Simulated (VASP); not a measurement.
# SnSe (F-43m) in VASP: further runs, part 2 of 2

VASP 6.6.1. Earlier steps stand in the parts before.

## Step 3: Single point, PBE

This run uses another cell than the first one, of 37.43 Å³/atom, 1.021 times its volume.

The input, INCAR:

```
PREC = Accurate ; ENCUT = 520
EDIFF = 1E-6 ; ISMEAR = -1
SIGMA = 0.05 ; LREAL = False
LASPH = True ; NELM = 100
ALGO = Normal ; ISIF = 2
LWAVE = False ; LCHARG = True
GGA = PE ; LELF = True
LVHAR = True ; NBANDS = 17
```

The input, KPOINTS:

```
Automatic mesh
0
Gamma
  7 7 7
```

The input, POSCAR:

```
SnSe
1.0
    0.0000000000      3.3450122200      3.3450122200
    3.3450122200      0.0000000000      3.3450122200
    3.3450122200      3.3450122200      0.0000000000
Sn Se
1 1
Direct
    0.0000000000      0.0000000000      0.0000000000
    0.7500000000      0.7500000000      0.7500000000
```

Potentials or basis: VASP PAW PBE potentials, release 64 (Sn_d, Se).

Launch:

```bash
> cat potpaw_PBE.64/Sn_d/POTCAR potpaw_PBE.64/Se/POTCAR > POTCAR
> mpirun -np 1 vasp_std > vasp.out
```

OUTCAR:

```text
PREC = Accurate
   ENCUT = 520
   EDIFF = 1E-6
   ISMEAR = -1
   LREAL = False
   LASPH = True
   NELM = 100
   ISIF = 2
   GGA = PE

 ion  position               nearest neighbor table
   1  0.000  0.000  0.000-   2 2.90   2 2.90   2 2.90   2 2.90
   2  0.750  0.750  0.750-   1 2.90   1 2.90   1 2.90   1 2.90

  LATTYP: Found a face centered cubic cell.
 ALAT       =     6.6900244400

  Lattice vectors:

 A1 = (   0.0000000000,   3.3450122200,   3.3450122200)
 A2 = (   3.3450122200,   0.0000000000,   3.3450122200)
 A3 = (   3.3450122200,   3.3450122200,   0.0000000000)

Analysis of symmetry for initial positions (statically):
=====================================================================
 Subroutine PRICEL returns:
 Original cell was already a primitive cell.

 Routine SETGRP: Setting up the symmetry group for a
 face centered cubic supercell.

 Subroutine GETGRP returns: Found 24 space group operations
 (whereof 24 operations were pure point group operations)
 out of a pool of 48 trial point group operations.

The static configuration has the point symmetry T_d .
[... 151 lines left out ...]
  free energy    TOTEN  =        -7.74297141 eV

  energy without entropy =       -7.74006867  energy(sigma->0) =       -7.74152004

 E-fermi :   3.1167     XC(G=0):  -7.9075

 val. band max:        2.9792373089   @ k =  -0.2857   0.4286   0.1429
 cond. band min:       3.1675992495   @ k =   0.4286   0.4286   0.0000
 fundamental gap:      0.1883619406
 Fermi energy:         3.1167099323

 k-point     1 :       0.0000    0.0000    0.0000
  band No.  band energies     occupation
      1     -18.6304      2.00000
      2     -18.6304      2.00000
      3     -18.6304      2.00000
      4     -18.6163      2.00000
      5     -18.6163      2.00000
      6     -10.2222      2.00000
[... 377 lines left out ...]
      4     -18.6171      2.00000
      5     -18.6150      2.00000
      6      -9.5763      2.00000
[... 9 lines left out ...]
     16      11.4612      0.00000
     17      12.9169      0.00000

------------------------ aborting loop because EDIFF is reached ----------------------------------------

  FORCE on cell =-STRESS in cart. coord.  units (eV):
  Direction    XX          YY          ZZ          XY          YZ          ZX
  --------------------------------------------------------------------------------------
  -------------------------------------------------------------------------------------
  Total        0.6075440      0.6075440      0.6075440      0.0000000      0.0000000      0.0000000
  in kB       13.0036486     13.0036486     13.0036486      0.0000000      0.0000000      0.0000000
  external PRESSURE =      13.0036486 kB  Pullay stress =       0.0000000 kB

 VOLUME and BASIS-vectors are now :
 -----------------------------------------------------------------------------
  energy-cutoff  :      520.00
  volume of cell :       74.86
      direct lattice vectors                 reciprocal lattice vectors
     0.000000000  3.345012220  3.345012220    -0.149476285  0.149476285  0.149476285
     3.345012220  0.000000000  3.345012220     0.149476285 -0.149476285  0.149476285
     3.345012220  3.345012220  0.000000000     0.149476285  0.149476285 -0.149476285

 POSITION                                       TOTAL-FORCE (eV/Angst)
 -----------------------------------------------------------------------------------
      0.00000      0.00000      0.00000        -0.000000     -0.000000     -0.000000
      5.01752      5.01752      5.01752         0.000000      0.000000      0.000000
 -----------------------------------------------------------------------------------
    total drift:                                0.000000      0.000000      0.000000

  FREE ENERGIE OF THE ION-ELECTRON SYSTEM (eV)
  ---------------------------------------------------
  free  energy   TOTEN  =        -7.7429714144 eV

  energy  without entropy=       -7.7400686727  energy(sigma->0) =       -7.74152004
```

Wall time 27 s (1 thread of AMD EPYC 7R43 (Zen 3), shared host); peak memory 0.17 GiB.

What came out:

- Free energy: -7.7430 eV
- Pressure: 1.3 GPa
- Band gap on the k mesh: 0.19 eV, indirect (least direct gap 0.66 eV)

Caveat: spin-orbit coupling is left out, which moves the levels of the heavy elements. A k mesh can miss the band edges.

## Step 4: Single point, PBE

This run uses another cell than the first one, of 38.21 Å³/atom, 1.043 times its volume.

The input, INCAR:

```
SYSTEM = SnSe
PREC = Accurate
ENCUT = 520
EDIFF = 1E-7
ISMEAR = -1
SIGMA = 0.05
LREAL = .FALSE.
LASPH = .TRUE.
NELM = 80
ALGO = Normal
ISIF = 2
LWAVE = .FALSE.
LCHARG = .TRUE.
GGA = PE
LELF = .TRUE.
LVHAR = .TRUE.
NBANDS = 17
```

The input, KPOINTS:

```
Automatic mesh
0
G
  7 7 7
  0 0 0
```

The input, POSCAR:

```
SnSe
1.0
    0.0000000000      3.3680819989      3.3680819989
    3.3680819989      0.0000000000      3.3680819989
    3.3680819989      3.3680819989      0.0000000000
Sn Se
1 1
Direct
    0.0000000000      0.0000000000      0.0000000000
    0.7500000000      0.7500000000      0.7500000000
```

Launch:

```bash
> cat potpaw_PBE.64/Sn_d/POTCAR potpaw_PBE.64/Se/POTCAR > POTCAR
> mpirun -np 1 vasp_std > vasp.out
```

It took 29 s on 1 thread of AMD EPYC 7R43 (Zen 3), shared host; peak memory 0.17 GiB.

The run converged. Its results:

- Free energy: -7.7524 eV
- Pressure: 0.6 GPa
- Band gap on the k mesh: 0.25 eV, indirect (least direct gap 0.70 eV)

Levels at points of the mesh, in eV from the valence-band top:
```csv
k point,band 7,band 8,band 9,band 10,band 11,band 12,band 13,band 14
"(0.00, 0.00, 0.00)",-5.14,-2.10,-2.10,-2.10,1.66,1.66,1.66,5.00
```

Caveat: spin-orbit coupling is left out, which moves the levels of the heavy elements. A k mesh can miss the band edges.

## Step 5: Single point, PBE

This run uses another cell than the first one, of 39.77 Å³/atom, 1.085 times its volume.

The input, INCAR:

```
PREC = Accurate
ENCUT = 520
EDIFF = 1E-7
ISMEAR = -1
SIGMA = 0.05
LREAL = F
LASPH = T
NELM = 100
ALGO = Normal
ISIF = 2
LWAVE = F
LCHARG = T
GGA = PE
LELF = T
LVHAR = T
NBANDS = 17
```

The input, KPOINTS:

```
regular mesh
0
Gamma
  7 7 7
```

The input, POSCAR:

```
SnSe
1.0
    0.0000000000      3.4132965485      3.4132965485
    3.4132965485      0.0000000000      3.4132965485
    3.4132965485      3.4132965485      0.0000000000
Sn Se
1 1
Direct
    0.0000000000      0.0000000000      0.0000000000
    0.7500000000      0.7500000000      0.7500000000
```

Launch:

```bash
> cat potpaw_PBE.64/Sn_d/POTCAR potpaw_PBE.64/Se/POTCAR > POTCAR
> mpirun -np 1 vasp_std > vasp.out
```

It took 27 s on 1 thread of AMD EPYC 7R43 (Zen 3), shared host; peak memory 0.17 GiB.

The run converged. Its results:

```yaml
Free_energy: -7.7523 eV
Pressure: -0.6 GPa
Band_gap_on_the_k_mesh: 0.35 eV, indirect (least direct gap 0.77 eV)
```

Levels at points of the mesh, in eV from the valence-band top:
```tsv
k point	band 7	band 8	band 9	band 10	band 11	band 12	band 13	band 14
(0.00, 0.00, 0.00)	-5.19	-1.95	-1.95	-1.95	1.70	1.70	1.70	5.00
```

Caveat: spin-orbit coupling is left out, which moves the levels of the heavy elements.

## Step 6: Single point, PBE

This run uses another cell than the first one, of 40.55 Å³/atom, 1.106 times its volume.

The input, INCAR:

```
SYSTEM = SnSe
PREC = Accurate
ENCUT = 520
EDIFF = 1E-6
ISMEAR = -1
SIGMA = 0.05
LREAL = .FALSE.
LASPH = .TRUE.
NELM = 80
ALGO = Normal
ISIF = 2
LWAVE = .FALSE.
LCHARG = .TRUE.
GGA = PE
LELF = .TRUE.
LVHAR = .TRUE.
NBANDS = 17
```

The input, KPOINTS:

```
Automatic mesh
0
G
  7 7 7
  0 0 0
```

The input, POSCAR:

```
SnSe
1.0
    0.0000000000      3.4354614328      3.4354614328
    3.4354614328      0.0000000000      3.4354614328
    3.4354614328      3.4354614328      0.0000000000
Sn Se
1 1
Direct
    0.0000000000      0.0000000000      0.0000000000
    0.7500000000      0.7500000000      0.7500000000
```

Potentials or basis: VASP PAW PBE potentials, release 64 (Sn_d, Se).

Launch:

```bash
> cat potpaw_PBE.64/Sn_d/POTCAR potpaw_PBE.64/Se/POTCAR > POTCAR
> mpirun -np 1 vasp_std > vasp.out
```

It took 28 s on 1 thread of AMD EPYC 7R43 (Zen 3), shared host; peak memory 0.17 GiB.

The run converged. Its results:

* Free energy: -7.7438 eV
* Pressure: -1.1 GPa
* Band gap on the k mesh: 0.40 eV, indirect (least direct gap 0.80 eV)

Levels at points of the mesh, in eV from the valence-band top:
| k point | band 8 | band 9 | band 10 | band 11 | band 12 | band 13 |
| --- | --- | --- | --- | --- | --- | --- |
| (0.00, 0.00, 0.00) | -1.88 | -1.88 | -1.88 | 1.72 | 1.72 | 1.72 |

Caveat: spin-orbit coupling is left out, which moves the levels of the heavy elements. A k mesh can miss the band edges.

## Step 7: Overview

| cell | gap on the mesh (eV) | pressure (GPa) |
| --- | --- | --- |
| a = 4.697 Å, angles 60.0°, 2 atoms | 0.13 | 2.1 |
| a = 4.731 Å, angles 60.0°, 2 atoms | 0.19 | 1.3 |
| a = 4.763 Å, angles 60.0°, 2 atoms | 0.25 | 0.6 |
| a = 4.827 Å, angles 60.0°, 2 atoms | 0.35 | -0.6 |
| a = 4.858 Å, angles 60.0°, 2 atoms | 0.40 | -1.1 |

Alike in all rows: task single point; level PBE; potentials or basis VASP PAW PBE potentials, release 64 (Sn_d, Se); no spin polarisation; k mesh 7 × 7 × 7; cutoff (eV) 520; smearing fermi-dirac 0.05 eV.

Caveats: spin-orbit coupling is left out, which moves the levels of the heavy elements.

Absolute energies hang on the potentials; compare differences alone.
